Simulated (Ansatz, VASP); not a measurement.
Ba in VASP and in Ansatz

```
CELL_PARAMETERS angstrom
7.25365 0.00000 0.00000
-3.62682 6.28184 0.00000
0.00000 0.00000 4.30907
ATOMIC_POSITIONS crystal
Ba 0.00000 0.00000 0.00000
Ba 0.33333 0.66667 0.50000
Ba 0.66667 0.33333 0.50000
```

Alike in both runs: task single point; functional revPBE; k mesh 6 × 6 × 8; occupations fermi-dirac, width 0.1 eV; no spin polarisation.

|  | VASP | Ansatz |
| --- | --- | --- |
| version | VASP 6.6.1 | Ansatz 0.2.0 |
| potentials or method | VASP PAW PBE potentials, release 64 (Ba_sv), cutoff 520 eV | plane waves (420 eV) with PAW, scalar-relativistic |
| valence electrons in the cell | 30 | 30 |

```csv
,VASP,Ansatz,Ansatz less VASP
pressure (GPa),0.4,0.3,-0.04
```

VASP's potentials were made for PBE, not for revPBE. The functional is the same, so the differences come from potentials, cutoffs and numerics.

Spin-orbit coupling is off throughout.
